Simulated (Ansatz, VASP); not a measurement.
LiF: VASP beside Ansatz

POSCAR

```
LiF
1.0
    0.7874988714      2.4749964529      2.4749964529
    2.4749964529      0.7874988714      2.4749964529
    2.4749964529      2.4749964529      0.7874988714
Li F
1 1
Direct
    0.0000000000      0.0000000000      0.0000000000
    0.5000000000      0.5000000000      0.5000000000
```

INCAR.step1

```
SYSTEM = LiF
PREC = Accurate
ENCUT = 520
ISMEAR = 0
SIGMA = 0.05
LREAL = .FALSE.
LASPH = .TRUE.
NELM = 80
NBANDS = 12
GGA = PE
ALGO = Normal
EDIFF = 1E-4
LWAVE = .TRUE.
LCHARG = .FALSE.
```

Contents of INCAR.step2:

```
SYSTEM = LiF
PREC = Accurate
ENCUT = 520
EDIFF = 1E-6
ISMEAR = 0
SIGMA = 0.05
LREAL = .FALSE.
LASPH = .TRUE.
NELM = 80
ALGO = Normal
ISIF = 2
LWAVE = .FALSE.
LCHARG = .TRUE.
METAGGA = R2SCAN
LMIXTAU = .TRUE.
LELF = .TRUE.
LVHAR = .TRUE.
NBANDS = 12
ISTART = 1
```

The input KPOINTS:

```
regular mesh
0
G
  12 12 12
  0 0 0
```

Input for Ansatz:

```yaml
crystal:
  lattice:
    - [0.7874988714, 2.4749964529, 2.4749964529]
    - [2.4749964529, 0.7874988714, 2.4749964529]
    - [2.4749964529, 2.4749964529, 0.7874988714]
  atoms:
    - { symbol: Li, position: [0.0, 0.0, 0.0] }
    - { symbol: F, position: [0.5, 0.5, 0.5] }
basis:
  ecutwfc: 500
kpoints:
  mp_grid: { grid: [12, 12, 12] }
hamiltonian:
  xc: r2scan
scf:
  occupations: { method: gaussian, width: 0.05 }
output:
  forces: true
  stress: true
  eigenvalues: true
```

Alike in both runs: task single point; functional r2SCAN; k mesh 12 × 12 × 12; occupations gaussian, width 0.05 eV; no spin polarisation.

|  | VASP | Ansatz |
| --- | --- | --- |
| version | VASP 6.6.1 | Ansatz 0.2.0 |
| potentials or method | VASP PAW PBE potentials, release 64 (Li_sv, F), cutoff 520 eV | scalar-relativistic, plane waves, PAW |
| valence electrons in the cell | 10 | 10 |

|  | VASP | Ansatz | Ansatz less VASP |
| --- | --- | --- | --- |
| gap on the k mesh at the Fermi level (eV) | 5.20 | 4.95 | -0.250 |
| least direct gap on the mesh (eV) | 5.20 | 4.95 | -0.250 |

VASP's potentials were made for PBE, not for r2SCAN. The functional is the same, so the differences come from potentials, cutoffs and numerics.

Noted on VASP's run: the cutoff is under 1.25 times that of the potentials, so the pressure is a little rough.
